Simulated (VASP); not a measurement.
Write the native input for VASP 6.6.1 that does the following.

- Task: single point
- Functional: PBE
- Potentials or basis: VASP PAW PBE potentials, release 64 (Si, F)
- Cutoff: 520 eV
- k mesh: 6 × 6 × 6
- Occupations: fermi-dirac, width 0.05 eV
- Spin: no spin polarisation
- Dipole correction: no
- Further INCAR settings: ALGO = Normal; EDIFF = 1e-07; NBANDS = 12

The structure of SiF lies in POSCAR:

```
SiF
1.0
    3.0286000000      0.0000000000      0.0000000000
    0.0000000000      3.0286000000      0.0000000000
    0.0000000000      0.0000000000      3.0286000000
Si F
1 1
Direct
    0.4905460000      0.4926000000      0.4836290000
    0.0078680000     -0.0103740000      0.0020390000
```

These files were run (other wordings do the same):

INCAR

```
SYSTEM = SiF
PREC = Accurate ; ENCUT = 520
EDIFF = 1E-7 ; ISMEAR = -1
SIGMA = 0.05 ; LREAL = .False.
LASPH = .True. ; NELM = 80
ALGO = Normal ; ISIF = 2
LWAVE = .False. ; LCHARG = .False.
GGA = PE ; NBANDS = 12
```

KPOINTS

```
regular mesh
0
Gamma
  6 6 6
  0 0 0
```

Potentials or basis: VASP PAW PBE potentials, release 64 (Si, F).

Run with:

```console
$ cat potpaw_PBE.64/Si/POTCAR potpaw_PBE.64/F/POTCAR > POTCAR
$ mpirun -np 1 vasp_std > vasp.out
```

Results of the run:

```
Pressure      : 0.1 GPa
Largest force : 0.052 eV/Å
```

Caveat: an odd number of electrons without spin polarisation forces a metal; a magnetic or distorted state may lie lower.

It took 10 s on 1 thread of Intel(R) Xeon(R) Platinum 8559C (Emerald Rapids) (shared host), peak memory 0.15 GiB.
